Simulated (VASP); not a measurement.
## Ti: single point with r2SCAN

Crystal: Ti.

```
Ti
1.0
     0.00000    2.02857    2.02857
     2.02857    0.00000    2.02857
     2.02857    2.02857    0.00000
Ti
1
Direct
  0.00000 0.00000 0.00000
```

This isn't the form of Ti at room conditions, which is hcp.

```json
{
 "Program": "VASP 6.6.1",
 "Task": "single point",
 "Functional": "r2SCAN",
 "Potentials or basis": "VASP PAW PBE potentials, release 64 (Ti_sv)",
 "Cutoff": "520 eV",
 "k mesh": "15 × 15 × 15",
 "Occupations": "fermi-dirac, width 0.1 eV",
 "Spin": "no spin polarisation"
}
```

```yaml
Pressure: 5.3 GPa
Band_gap_on_the_k_mesh: zero (bands 6 and 7 overlap by 1.33 eV)
```

Levels at points of the mesh, in eV from the Fermi level:
| k point | band 4 | band 5 | band 6 | band 7 | band 8 | band 9 |
| --- | --- | --- | --- | --- | --- | --- |
| (0.00, 0.00, 0.00) | -33.72 | -6.56 | 1.03 | 1.03 | 1.03 | 2.92 |

It took 2.1 min on 1 thread of Intel Xeon 8259CL, on a shared host, peak memory 0.16 GiB.

Caveat: the cell stands under pressure; the PAW data sets were made with another functional, which shifts forces and pressure a little.
